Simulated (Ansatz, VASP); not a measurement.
## Two plane-wave programs on TaN

```
Ta N
1.0
     0.00000    2.17384    2.17384
     2.17384    0.00000    2.17384
     2.17384    2.17384    0.00000
Ta N
1 1
Direct
  0.50000 0.50434 0.50000
  0.00000 0.94388 0.00000
```

Change from the starting cell: mode 4 frozen in at -0.122 Å and mode 6 at -0.122 Å (largest displacements).

Alike in both runs: task single point; functional LDA; k mesh 18 × 18 × 18; occupations gaussian, width 0.15 eV; no spin polarisation.

|  | VASP | Ansatz |
| --- | --- | --- |
| version | VASP 6.6.1 | Ansatz 0.2.0 |
| potentials or method | VASP PAW LDA potentials, release 64 (Ta_pv, N), cutoff 520 eV | scalar-relativistic, plane waves, PAW |
| valence electrons in the cell | 16 | 18 |

|  | VASP | Ansatz | Ansatz less VASP |
| --- | --- | --- | --- |
| gap on the k mesh at the Fermi level (eV) | none | none | - |
| pressure (GPa) | 8.7 | 6.3 | -2.32 |
| traceless stress, the component that is largest in VASP (GPa) | -6.57 | -6.46 | +0.116 |
| rms of the force components (eV/Å) | 1.119 | 1.102 | -0.0178 |

Ansatz warns that its potentials were made for another functional, while VASP's fit it. LDA's correlation is that of Perdew and Zunger in VASP and of Perdew and Wang (1992) in Ansatz. Atom by atom the forces differ by 0.018 eV/Å (rms over components). A gap of «none» marks a metal or a gap that the smearing closes. VASP's potentials hold 16 valence electrons a cell and Ansatz's 18, so a difference there can come from the potentials and not from the codes.

Neither program's run includes spin-orbit coupling.
